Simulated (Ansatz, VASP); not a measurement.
# AlGa3N4 in VASP and in Ansatz

The input INCAR:

```
SYSTEM = AlGa3N4
PREC = Accurate
ENCUT = 520
EDIFF = 1E-7
ISMEAR = 0
SIGMA = 0.05
LREAL = .FALSE.
LASPH = .TRUE.
NELM = 80
ALGO = Normal
ISIF = 2
LWAVE = .FALSE.
LCHARG = .TRUE.
GGA = PS
LELF = .TRUE.
LVHAR = .TRUE.
NBANDS = 41
```

File KPOINTS:

```
Automatic mesh
0
G
  6 6 6
  0 0 0
```

The input POSCAR:

```
AlGa3N4
1.0
    4.6762132780      0.0000000000      0.0000000000
    0.0000000000      4.4675774128      0.0000000000
    0.0000000000      0.0000000000      4.4675774128
Al Ga N
1 3 4
Direct
    0.0000000000      0.0000000000      0.0000000000
    0.4815783830      0.5000000336      0.0000000000
    0.5184216170      0.0000000000      0.4999997448
    0.0000000000      0.4999999664      0.5000002552
    0.7550464963      0.7493609283      0.2392682031
    0.7550463181      0.2506389141      0.7607318177
    0.2449536612      0.7607318861      0.7493609967
    0.2449535244      0.2392682715      0.2506389825
```

Input for Ansatz:

```yaml
crystal:
  lattice:
    - [4.676213278, 0.0, 0.0]
    - [0.0, 4.4675774128, 0.0]
    - [0.0, 0.0, 4.4675774128]
  atoms:
    - { symbol: Al, position: [0.0, 0.0, 0.0] }
    - { symbol: Ga, position: [0.481578383, 0.5000000336, 0.0] }
    - { symbol: Ga, position: [0.518421617, 0.0, 0.4999997448] }
    - { symbol: Ga, position: [0.0, 0.4999999664, 0.5000002552] }
    - { symbol: "N", position: [0.7550464963, 0.7493609283, 0.2392682031] }
    - { symbol: "N", position: [0.7550463181, 0.2506389141, 0.7607318177] }
    - { symbol: "N", position: [0.2449536612, 0.7607318861, 0.7493609967] }
    - { symbol: "N", position: [0.2449535244, 0.2392682715, 0.2506389825] }
basis:
  ecutwfc: 520.0
kpoints:
  mp_grid: { grid: [6, 6, 6] }
hamiltonian:
  xc: pbesol
  pseudopotentials: { kind: paw, azcp: { folder: soft_1 } }
scf:
  occupations: { method: gaussian, width: 0.05 }
output:
  forces: true
  stress: true
  eigenvalues: true
```

Change from the starting cell: mode 4 frozen in at -0.082 Å, normal strain along x +0.0467.

Alike in both runs: task single point; functional PBEsol; k mesh 6 × 6 × 6; occupations gaussian, width 0.05 eV; no spin polarisation.

|  | VASP | Ansatz |
| --- | --- | --- |
| version | VASP 6.6.1 | Ansatz 0.2.0 |
| potentials or method | VASP PAW PBE potentials, release 64 (Al, Ga_d, N), cutoff 520 eV | scalar-relativistic, plane waves, PAW |
| valence electrons in the cell | 62 | 62 |

|  | VASP | Ansatz | Ansatz less VASP |
| --- | --- | --- | --- |
| gap on the k mesh at the Fermi level (eV) | 1.90 | 1.89 | -0.013 |
| least direct gap on the mesh (eV) | 1.90 | 1.89 | -0.013 |
| pressure (GPa) | -8.2 | -8.0 | +0.14 |
| traceless stress, the component that is largest in VASP (GPa) | -4.50 | -4.48 | +0.020 |
| rms of the force components (eV/Å) | 0.219 | 0.219 | 0.0000 |

VASP's potentials were made for PBE, not for PBEsol, and Ansatz warns of the same on its side. Atom by atom the forces differ by 0.004 eV/Å (rms over components). Ansatz's warnings: structure snapped to symmetry.
